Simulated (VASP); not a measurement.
A run of VASP 6.6.1 is set up as follows.

Contents of POSCAR:

```
Li2BrCl
1.0
    1.8760659207      1.0831471643      6.1164156592
   -1.8760659207      1.0831471643      6.1164156592
    0.0000000000     -2.1662943287      6.1164156592
Cl Br Li
1 1 2
Direct
    1.0000000000      0.0000000000      0.0000000000
    0.5000000000      0.5000000000      0.5000000000
    0.2543610294      0.2543610294      0.2543610294
    0.7456389706      0.7456389706      0.7456389706
```

INCAR.step1

```
PREC     = Accurate       # precision mode
ENCUT    = 520            # plane-wave cutoff, eV
ISMEAR   = 0              # smearing method
SIGMA    = 0.01           # smearing width, eV
LREAL    = False          # projectors in reciprocal space
LASPH    = True           # aspherical terms in the spheres
NELM     = 80             # most SCF steps
NBANDS   = 18             # bands
GGA      = PE             # functional
ALGO     = Normal         # electronic algorithm
EDIFF    = 1E-4           # SCF threshold, eV
LWAVE    = True           # write WAVECAR
LCHARG   = False          # write CHGCAR
```

File INCAR.step2:

```
PREC     = Accurate       # precision mode
ENCUT    = 520            # plane-wave cutoff, eV
EDIFF    = 1E-6           # SCF threshold, eV
ISMEAR   = 0              # smearing method
SIGMA    = 0.01           # smearing width, eV
LREAL    = False          # projectors in reciprocal space
LASPH    = True           # aspherical terms in the spheres
NELM     = 80             # most SCF steps
ALGO     = Normal         # electronic algorithm
ISIF     = 2              # what is computed and relaxed
LWAVE    = False          # write WAVECAR
LCHARG   = False          # write CHGCAR
METAGGA  = R2SCAN         # meta-GGA
LMIXTAU  = True         
NBANDS   = 18             # bands
ISTART   = 1
```

File KPOINTS:

```
regular mesh
0
Gamma
  6 6 6
```

Potentials or basis: VASP PAW PBE potentials, release 64 (Cl, Br, Li_sv).

Launch:

```bash
$ cat potpaw_PBE.64/Cl/POTCAR potpaw_PBE.64/Br/POTCAR potpaw_PBE.64/Li_sv/POTCAR > POTCAR
$ cp INCAR.step1 INCAR
$ mpirun -np 1 vasp_std > vasp.out
$ cp INCAR.step2 INCAR
$ mpirun -np 1 vasp_std > vasp.out
```

Task: Predict the largest force.

Result: 0.028 eV/Å.

Task: Predict the band gap on the k mesh.

Result: 5.96 eV.

Forces in eV/Å, atoms in the order of the input:
```
Cl   0.000  0.000  0.000
Br   0.000  0.000  0.000
Li   0.000  0.000 -0.028
Li   0.000  0.000  0.028
```

Caveat: the PAW data sets were made with another functional, which shifts forces and pressure a little. A k mesh can miss the band edges.
